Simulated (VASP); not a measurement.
Crystal: W.

```
CELL_PARAMETERS angstrom
-1.58234 1.58234 1.58234
1.58234 -1.58234 1.58234
1.58234 1.58234 -1.58234
ATOMIC_POSITIONS crystal
W 0.00000 0.00000 0.00000
```

Base run:

- Program: VASP 6.6.1
- Functional: PBE
- Potentials or basis: VASP PAW PBE potentials, release 64 (W_sv)
- Cutoff: 520 eV
- k mesh: 17 × 17 × 17
- Occupations: fermi-dirac, width 0.03 eV
- Spin: collinear spin, ferromagnetic start
- Starting moments: [0.6] μB
- Fixed moment: 0.6 μB

Its results: pressure 8.3 GPa; site moments W +0.46 μB.

The run is repeated on the same cell with these changes: fixed moment from 0.6 μB to 1.2 μB; moments at the start from [0.6] to [1.2]. What comes out?

Pressure 16.6 GPa; site moments W +0.94 μB.

Caveats: the total moment is fixed, so each spin has its own Fermi level.
